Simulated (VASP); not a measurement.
# CdS (P6_3/mmc) in VASP: single point with PBE

Aim: the single point of CdS with PBE.

Program: VASP 6.6.1. These are calculated values, not measurements. Logs are shortened: lines on timing, memory, paths and dates and some standing lists are left out, and cuts for length are marked.

## (1) The cell of the first run

It takes space group P6_3/mmc (No. 194, hexagonal). Conventional cell: a = 4.409 Å, b = 4.409 Å, c = 5.748 Å, α = 90.00°, β = 90.00°, γ = 120.00°. Within 3.4 Å of Cd (site symmetry -6m2) lie 5 S at 2.55 to 2.87 Å. S (site symmetry -6m2) has 5 Cd at 2.55 to 2.87 Å within 3.4 Å.

## (2) Single point, PBE, non-collinear spin, zero start, spin-orbit coupling

INCAR reads:

```
SYSTEM = CdS
  PREC = Accurate
  ENCUT = 520
  EDIFF = 1E-6
  ISMEAR = -1
  SIGMA = 0.02
  LREAL = .False.
  LASPH = .True.
  NELM = 150
  ALGO = Normal
  ISIF = 2
  LWAVE = .False.
  LCHARG = .True.
  MAGMOM = 0 0 0 0 0 0 0 0 0 0 0 0
  LORBIT = 11
  LSORBIT = .True.
  GGA_COMPAT = .False.
  LORBMOM = .True.
  GGA = PE
  LVHAR = .True.
  NBANDS = 50
```

KPOINTS reads:

```
Automatic mesh
0
Gamma
  6 6 4
  0 0 0
```

POSCAR reads:

```
CdS
1.0
    4.4085296518      0.0000000000      0.0000000000
   -2.2042648259      3.8178986718      0.0000000000
    0.0000000000      0.0000000000      5.7481182114
Cd S
2 2
Direct
    0.3333333333      0.6666666667      0.2500000000
    0.6666666667      0.3333333333      0.7500000000
    0.6666666667      0.3333333333      0.2500000000
    0.3333333333      0.6666666667      0.7500000000
```

Potentials or basis: VASP PAW PBE potentials, release 64 (Cd, S).

Run with:

```
cat potpaw_PBE.64/Cd/POTCAR potpaw_PBE.64/S/POTCAR > POTCAR
mpirun -np 1 vasp_ncl > vasp.out
```

OUTCAR:

```text
SYSTEM = CdS
   PREC = Accurate
   ENCUT = 520
   EDIFF = 1E-6
   ISMEAR = -1
   LREAL = .False.
   LASPH = .True.
   NELM = 150
   ISIF = 2
   LORBIT = 11
   LSORBIT = .True.
   GGA = PE

 ion  position               nearest neighbor table
   1  0.333  0.667  0.250-   3 2.55   3 2.55   3 2.55   4 2.87   4 2.87
   2  0.667  0.333  0.750-   4 2.55   4 2.55   4 2.55   3 2.87   3 2.87
   3  0.667  0.333  0.250-   1 2.55   1 2.55   1 2.55   2 2.87   2 2.87
   4  0.333  0.667  0.750-   2 2.55   2 2.55   2 2.55   1 2.87   1 2.87

  LATTYP: Found a hexagonal cell.
 ALAT       =     4.4085296518
 C/A-ratio  =     1.3038628898

  Lattice vectors:

 A1 = (   4.4085296518,   0.0000000000,   0.0000000000)
 A2 = (  -2.2042648259,   3.8178986718,   0.0000000000)
 A3 = (   0.0000000000,   0.0000000000,   5.7481182114)

Analysis of symmetry for initial positions (statically):
=====================================================================
 Subroutine PRICEL returns:
 Original cell was already a primitive cell.

 Routine SETGRP: Setting up the symmetry group for a
 hexagonal supercell.

 Subroutine GETGRP returns: Found 24 space group operations
 (whereof 12 operations were pure point group operations)
 out of a pool of 24 trial point group operations.

The static configuration has the point symmetry D_3d.
 The point group associated with its full space group is D_6h.

Analysis of symmetry for dynamics (positions and initial velocities):
=====================================================================
 Subroutine PRICEL returns:
 Original cell was already a primitive cell.

 Routine SETGRP: Setting up the symmetry group for a
 hexagonal supercell.

 Subroutine GETGRP returns: Found 24 space group operations
 (whereof 12 operations were pure point group operations)
 out of a pool of 24 trial point group operations.

The dynamic configuration has the point symmetry D_3d.
 The point group associated with its full space group is D_6h.

Analysis of structural, dynamic, and magnetic symmetry:
=====================================================================
 Subroutine PRICEL returns:
 Original cell was already a primitive cell.

 Routine SETGRP: Setting up the symmetry group for a
 hexagonal supercell.

 Subroutine GETGRP returns: Found 24 space group operations
 (whereof 12 operations were pure point group operations)
 out of a pool of 24 trial point group operations.

The overall configuration has the point symmetry D_3d.
 The point group associated with its full space group is D_6h.

 Subroutine INISYM returns: Found 24 space group operations
 (whereof 12 operations are pure point group operations),
 and found     1 'primitive' translations

----------------------------------------------------------------------------------------

                                     Primitive cell

  volume of cell :      96.7484

  direct lattice vectors                    reciprocal lattice vectors
     4.408529652  0.000000000  0.000000000     0.226832999  0.130962093  0.000000000
    -2.204264826  3.817898672  0.000000000     0.000000000  0.261924186  0.000000000
     0.000000000  0.000000000  5.748118211     0.000000000  0.000000000  0.173969978

  length of vectors
     4.408529652  4.408529652  5.748118211     0.261924186  0.261924186  0.173969978

  position of ions in fractional coordinates (direct lattice)
     0.333333333  0.666666667  0.250000000
     0.666666667  0.333333333  0.750000000
     0.666666667  0.333333333  0.250000000
     0.333333333  0.666666667  0.750000000

  ion indices of the primitive-cell ions
   primitive index   ion index
                 1           1
                 2           2
                 3           3
                 4           4

----------------------------------------------------------------------------------------

 KPOINTS: Automatic mesh

Automatic generation of k-mesh.
 Grid dimensions read from file:
 generate k-points for:    6    6    4

 Generating k-lattice:

  Cartesian coordinates                     Fractional coordinates (reciprocal lattice)
     0.037805500  0.021827015  0.000000000     0.166666667  0.000000000  0.000000000
     0.000000000  0.043654031  0.000000000     0.000000000  0.166666667  0.000000000
     0.000000000  0.000000000  0.043492495     0.000000000  0.000000000  0.250000000

  Length of vectors
     0.043654031  0.043654031  0.043492495

  Shift w.r.t. Gamma in fractional coordinates (k-lattice)
     0.000000000  0.000000000  0.000000000

 Subroutine IBZKPT returns following result:
 ===========================================

 Found     21 irreducible k-points:

[... 57 lines left out ...]
   EFERMI_NEDOS =   21; number of points for ismear=-14 and -15
   IALGO  =     38    algorithm
   IMIX   =      4    mixing-type and parameters
     AMIX     =   0.40;   BMIX     =  1.00
     AMIX_MAG =   1.60;   BMIX_MAG =  1.00
  volume/ion in A,a.u.               =      24.19       163.22
  Fermi-wavevector in a.u.,A,eV,Ry     =   1.177500  2.225153 18.864574  1.386507
  Thomas-Fermi vector in A             =   2.313846
   LORBIT       =     11    0 simple, 1 ext, 2 COOP (PROOUT), +10 PAW based schemes
   GGA     = PE    functional components
   LHFCALC =     F    Hartree Fock is set to
   AEXX    =    0.0000 exact exchange contribution
   IVDW    =     0    specifies the selected vdW correction
   LEPSILON=     F    determine dielectric tensor
   LRPA    =     F    only Hartree local field effects (RPA)
  energy-cutoff  :      520.00
  volume of cell :       96.75
 maximum number of plane-waves:      5262
 NGX is ok and might be reduce to    36
   NGX = 17   NGY = 17   NGZ = 21

 number of electron      36.0000001 magnetization       0.0000000      0.0000000      0.0000000

 number of electron      36.0000001 magnetization      -0.0000000      0.0000000     -0.0000000

 number of electron      36.0000001 magnetization      -0.0000000     -0.0000000     -0.0000000

 number of electron      36.0000001 magnetization       0.0000000      0.0000000     -0.0000000

 Free energy of the ion-electron system (eV)
  ---------------------------------------------------
  ext. energy  EPLUGINS =         0.00000000
  ---------------------------------------------------
  free energy    TOTEN  =       -11.97519530 eV

  energy without entropy =      -11.97519530  energy(sigma->0) =      -11.97519530

 E-fermi :   2.0232     XC(G=0):  -9.2931

 val. band max:        1.5841959801   @ k =   0.3333   0.3333   0.5000
 cond. band min:       2.5633533292   @ k =   0.0000   0.0000   0.0000
 fundamental gap:      0.9791573492
 Fermi energy:         2.0232045947

 k-point     1 :       0.0000    0.0000    0.0000
  band No.  band energies     occupation
      1     -10.8523      1.00000
      2     -10.8523      1.00000
      3     -10.1601      1.00000
      4     -10.1601      1.00000
      5      -6.5628      1.00000
      6      -6.5628      1.00000
[... 1060 lines left out ...]
     47       8.3493      0.00000
     48       8.3493      0.00000
 [bands above 48 left out]

------------------------ aborting loop because EDIFF is reached ----------------------------------------

  FORCE on cell =-STRESS in cart. coord.  units (eV):
  Direction    XX          YY          ZZ          XY          YZ          ZX
  --------------------------------------------------------------------------------------
  -------------------------------------------------------------------------------------
  Total        1.0832010      1.0832010      1.0316225      0.0000000      0.0000000      0.0000000
  in kB       17.9380731     17.9380731     17.0839208      0.0000000      0.0000000      0.0000000
  external PRESSURE =      17.6533556 kB  Pullay stress =       0.0000000 kB

 VOLUME and BASIS-vectors are now :
 -----------------------------------------------------------------------------
  energy-cutoff  :      520.00
  volume of cell :       96.75
      direct lattice vectors                 reciprocal lattice vectors
     4.408529652  0.000000000  0.000000000     0.226832999  0.130962093  0.000000000
    -2.204264826  3.817898672  0.000000000     0.000000000  0.261924186  0.000000000
     0.000000000  0.000000000  5.748118211     0.000000000  0.000000000  0.173969978

 POSITION                                       TOTAL-FORCE (eV/Angst)
 -----------------------------------------------------------------------------------
     -0.00000      2.54527      1.43703        -0.000000      0.000000     -0.000000
      2.20426      1.27263      4.31109         0.000000     -0.000000     -0.000000
      2.20426      1.27263      1.43703        -0.000000      0.000000     -0.000000
     -0.00000      2.54527      4.31109         0.000000     -0.000000      0.000000
 -----------------------------------------------------------------------------------
    total drift:                                0.000000     -0.000000      0.000000

  FREE ENERGIE OF THE ION-ELECTRON SYSTEM (eV)
  ---------------------------------------------------
  free  energy   TOTEN  =       -11.9751952987 eV

  energy  without entropy=      -11.9751952987  energy(sigma->0) =      -11.97519530

 orbital moment (x)

 # of ion     p       d       tot
 ----------------------------------------
  1         0.000  -0.000  -0.000
  2         0.000  -0.000  -0.000
  3        -0.000   0.000  -0.000
  4        -0.000   0.000  -0.000
 ----------------------------------------
            0.000  -0.000  -0.000

 orbital moment (y)

 # of ion     p       d       tot
 ----------------------------------------
  1        -0.000   0.000   0.000
  2        -0.000   0.000   0.000
  3        -0.000   0.000  -0.000
  4        -0.000   0.000  -0.000
 ----------------------------------------
           -0.000   0.000   0.000

 orbital moment (z)

 # of ion     p       d       tot
 ----------------------------------------
  1        -0.000  -0.000  -0.000
  2        -0.000  -0.000  -0.000
  3         0.000   0.000   0.000
  4         0.000   0.000   0.000
 ----------------------------------------
           -0.000  -0.000  -0.000

 Spin-Orbit-Coupling matrix elements

 Ion:    1  E_soc:     -0.0544373
 l=   1
     0.0000000    -0.0020282    -0.0024199
    -0.0020282     0.0000000    -0.0020282
    -0.0024199    -0.0020282     0.0000000
 l=   2
     0.0000000    -0.0013905     0.0000000    -0.0013905    -0.0056439
    -0.0013905     0.0000000    -0.0040796    -0.0013774    -0.0013905
     0.0000000    -0.0040796     0.0000000    -0.0040796     0.0000000
    -0.0013905    -0.0013774    -0.0040796     0.0000000    -0.0013905
    -0.0056439    -0.0013905     0.0000000    -0.0013905     0.0000000
 l=   3
     0.0000000     0.0000000     0.0000000     0.0000000     0.0000000     0.0000000     0.0000000
     0.0000000     0.0000000     0.0000000     0.0000000     0.0000000     0.0000000     0.0000000
     0.0000000     0.0000000     0.0000000     0.0000000     0.0000000     0.0000000     0.0000000
     0.0000000     0.0000000     0.0000000     0.0000000     0.0000000     0.0000000     0.0000000
[... 49 lines left out ...]
 l=   2
     0.0000000     0.0000000     0.0000000     0.0000000     0.0000000
     0.0000000     0.0000000     0.0000000     0.0000000     0.0000000
     0.0000000     0.0000000     0.0000000     0.0000000     0.0000000
     0.0000000     0.0000000     0.0000000     0.0000000     0.0000000
     0.0000000     0.0000000     0.0000000     0.0000000     0.0000000
 l=   3
     0.0000000     0.0000000     0.0000000     0.0000000     0.0000000     0.0000000     0.0000000
     0.0000000     0.0000000     0.0000000     0.0000000     0.0000000     0.0000000     0.0000000
     0.0000000     0.0000000     0.0000000     0.0000000     0.0000000     0.0000000     0.0000000
     0.0000000     0.0000000     0.0000000     0.0000000     0.0000000     0.0000000     0.0000000
     0.0000000     0.0000000     0.0000000     0.0000000     0.0000000     0.0000000     0.0000000
     0.0000000     0.0000000     0.0000000     0.0000000     0.0000000     0.0000000     0.0000000
     0.0000000     0.0000000     0.0000000     0.0000000     0.0000000     0.0000000     0.0000000

 total charge

# of ion       s       p       d       tot
------------------------------------------
    1        0.402   0.281   9.574  10.256
    2        0.402   0.281   9.574  10.256
    3        1.331   2.390   0.000   3.722
    4        1.331   2.390   0.000   3.722
--------------------------------------------------
tot          3.466   5.343  19.147  27.956

 magnetization (x)

# of ion       s       p       d       tot
------------------------------------------
    1        0.000   0.000   0.000   0.000
    2        0.000   0.000   0.000   0.000
    3        0.000   0.000   0.000   0.000
    4        0.000   0.000   0.000   0.000
--------------------------------------------------
tot          0.000   0.000   0.000   0.000

 magnetization (y)

# of ion       s       p       d       tot
------------------------------------------
    1        0.000  -0.000   0.000  -0.000
    2        0.000   0.000   0.000   0.000
    3       -0.000   0.000   0.000  -0.000
    4       -0.000   0.000   0.000   0.000
--------------------------------------------------
tot         -0.000  -0.000   0.000  -0.000

 magnetization (z)

# of ion       s       p       d       tot
------------------------------------------
    1        0.000   0.000   0.000   0.000
    2        0.000   0.000   0.000   0.000
    3        0.000   0.000   0.000   0.000
    4        0.000   0.000   0.000   0.000
--------------------------------------------------
tot          0.000   0.000   0.000   0.000
```

Wall time 7.6 min (1 thread of Intel Xeon 8259CL, shared host); peak memory 0.54 GiB.

What came out:

| Quantity | Value |
| --- | --- |
| Free energy | -11.9752 eV |
| Pressure | 1.8 GPa |
| Net moment | 0.00 μB per cell |
| Valence electrons inside the program's atomic spheres | Cd 10.26; S 3.72 |

Moments on the atoms (μB; x, y, z):
```
Cd  0.00 0.00 0.00
Cd  0.00 0.00 0.00
S   0.00 0.00 0.00
S   0.00 0.00 0.00
```
